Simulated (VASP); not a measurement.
Set up this calculation in VASP 6.6.1, as the native input.

```
Task                   : single point
Functional             : PBE
Potentials or basis    : VASP PAW PBE potentials, release 64 (La, N)
Cutoff                 : 520 eV
k mesh                 : 6 × 6 × 2
Occupations            : gaussian, width 0.1 eV
Spin                   : no spin polarisation
Dipole correction      : no
Further INCAR settings : ALGO = Normal; EDIFF = 1e-06; NBANDS = 39
```

The structure of La5N lies in POSCAR:

```
La5N
1.0
    5.2130296400      0.0000000000      0.0000000000
   -2.6065148200      4.5146161000      0.0000000000
    0.0000000000      0.0000000000      8.1739751000
La N
5 1
Direct
    0.3333333300      0.6666666700      0.8041405600
    0.3333333300      0.6666666700      0.1958594400
    0.6666666700      0.3333333300      0.1958594400
    0.6666666700      0.3333333300      0.8041405600
    0.0000000000      0.0000000000      0.5000000000
    0.0000000000      0.0000000000      0.0000000000
```

The cell was built from a structure type or drawn by symmetry, and may not be a known phase.

The input as run:

INCAR

```
PREC     = Accurate       # precision mode
ENCUT    = 520            # plane-wave cutoff, eV
EDIFF    = 1E-6           # SCF threshold, eV
ISMEAR   = 0              # smearing method
SIGMA    = 0.1            # smearing width, eV
LREAL    = False          # projectors in reciprocal space
LASPH    = True           # aspherical terms in the spheres
NELM     = 60             # most SCF steps
ALGO     = Normal         # electronic algorithm
ISIF     = 2              # what is computed and relaxed
LWAVE    = False          # write WAVECAR
LCHARG   = False          # write CHGCAR
GGA      = PE             # functional
NBANDS   = 39             # bands
```

KPOINTS

```
regular mesh
0
Gamma
  6 6 2
```

Potentials or basis: VASP PAW PBE potentials, release 64 (La, N).

Run with:

```console
$ cat potpaw_PBE.64/La/POTCAR potpaw_PBE.64/N/POTCAR > POTCAR
$ mpirun -np 1 vasp_std > vasp.out
```

It gave:

| Item | Value |
| --- | --- |
| Pressure | -3.9 GPa |
| Largest force | 0.083 eV/Å |
| Band gap on the k mesh | zero (bands 30 and 31 overlap by 0.27 eV) |

Caveat: the k points lie up to 0.38 Å⁻¹ apart; spin-orbit coupling is left out, which moves the levels of the heavy elements.

It took 3.3 min on 1 thread of Intel(R) Xeon(R) Platinum 8488C (Sapphire Rapids) (shared host), peak memory 0.34 GiB.
